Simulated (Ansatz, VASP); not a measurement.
## One calculation of SrCl2, two programs

File INCAR:

```
ALGO = Normal
EDIFF = 1E-6
ENCUT = 520
GGA = PS
ISIF = 2
ISMEAR = 0
LASPH = T
LCHARG = T
LELF = T
LREAL = F
LVHAR = T
LWAVE = F
NBANDS = 19
NELM = 100
PREC = Accurate
SIGMA = 0.05
```

File KPOINTS:

```
k-points
0
Gamma
  6 6 6
```

POSCAR

```
SrCl2
1.0
    0.0000000000      3.4855000000      3.4855000000
    3.4855000000      0.0000000000      3.4855000000
    3.4855000000      3.4855000000      0.0000000000
Sr Cl
1 2
Direct
    0.0031041481     -0.0053159971      0.0053159971
    0.2461638158      0.2565696427      0.2434303573
    0.7461638158      0.7565696427      0.7434303573
```

Input for Ansatz:

```yaml
crystal:
  lattice:
    - [0.0, 3.4855, 3.4855]
    - [3.4855, 0.0, 3.4855]
    - [3.4855, 3.4855, 0.0]
  atoms:
    - { symbol: Sr, position: [0.0031041481, -0.0053159971, 0.0053159971] }
    - { symbol: Cl, position: [0.2461638158, 0.2565696427, 0.2434303573] }
    - { symbol: Cl, position: [0.7461638158, 0.7565696427, 0.7434303573] }
basis:
  ecutwfc: 420
kpoints:
  mp_grid: { grid: [6, 6, 6] }
hamiltonian:
  xc: pbesol
scf:
  occupations: { method: gaussian, width: 0.05 }
output:
  forces: true
  stress: true
  eigenvalues: true
```

Change from the starting cell: mode 4 (130.3 1/cm) frozen in, largest displacement +0.037 Å.

Alike in both runs: task single point; functional PBEsol; k mesh 6 × 6 × 6; occupations gaussian, width 0.05 eV; no spin polarisation.

|  | VASP | Ansatz |
| --- | --- | --- |
| version | VASP 6.6.1 | Ansatz 0.2.0 |
| potentials or method | VASP PAW PBE potentials, release 64 (Sr_sv, Cl), cutoff 520 eV | scalar-relativistic, plane waves, PAW |
| valence electrons in the cell | 24 | 24 |

```tsv
	VASP	Ansatz	Ansatz less VASP
gap on the k mesh at the Fermi level (eV)	5.14	5.15	+0.009
least direct gap on the mesh (eV)	5.36	5.36	+0.002
pressure (GPa)	-0.8	-0.9	-0.12
rms of the force components (eV/Å)	0.070	0.068	-0.0021
```

VASP's potentials were made for PBE, not for PBEsol. Atom by atom the forces differ by 0.002 eV/Å (rms over components).
